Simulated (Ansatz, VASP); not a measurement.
## One calculation of C, two programs

The input INCAR:

```
PREC = Accurate
ENCUT = 520
EDIFF = 1E-6
ISMEAR = 0
SIGMA = 0.05
LREAL = False
LASPH = True
NELM = 60
ALGO = Normal
ISIF = 2
LWAVE = False
LCHARG = False
GGA = PE
NBANDS = 11
```

KPOINTS

```
Automatic mesh
0
Gamma
  12 12 12
```

Contents of POSCAR:

```
C
1.0
    0.0000000000      1.7686662542      1.9954092680
    1.7686662542      0.0000000000      1.9954092680
    1.7686662542      1.7686662542      0.0000000000
C
2
Direct
    0.5000000000      0.5000000000      0.5000000000
    0.7500000000      0.7500000000      0.7500000000
```

Input for Ansatz:

```yaml
crystal:
  lattice:
    - [0.0, 1.7686662542, 1.995409268]
    - [1.7686662542, 0.0, 1.995409268]
    - [1.7686662542, 1.7686662542, 0.0]
  atoms:
    - { symbol: C, position: [0.5, 0.5, 0.5] }
    - { symbol: C, position: [0.75, 0.75, 0.75] }
basis:
  ecutwfc: 520.0
kpoints:
  mp_grid: { grid: [12, 12, 12] }
hamiltonian:
  xc: pbe
  pseudopotentials: { kind: paw, azcp: { folder: soft_1 } }
scf:
  occupations: { method: gaussian, width: 0.05 }
output:
  forces: true
  stress: true
  eigenvalues: true
```

Alike in both runs: task single point; functional PBE; k mesh 12 × 12 × 12; occupations gaussian, width 0.05 eV; no spin polarisation.

|  | VASP | Ansatz |
| --- | --- | --- |
| version | VASP 6.6.1 | Ansatz 0.2.0 |
| potentials or method | VASP PAW PBE potentials, release 64 (C), cutoff 520 eV | scalar-relativistic, plane waves, PAW |
| valence electrons in the cell | 8 | 8 |

```tsv
	VASP	Ansatz	Ansatz less VASP
gap on the k mesh at the Fermi level (eV)	2.52	2.53	+0.007
least direct gap on the mesh (eV)	4.33	4.33	+0.003
```
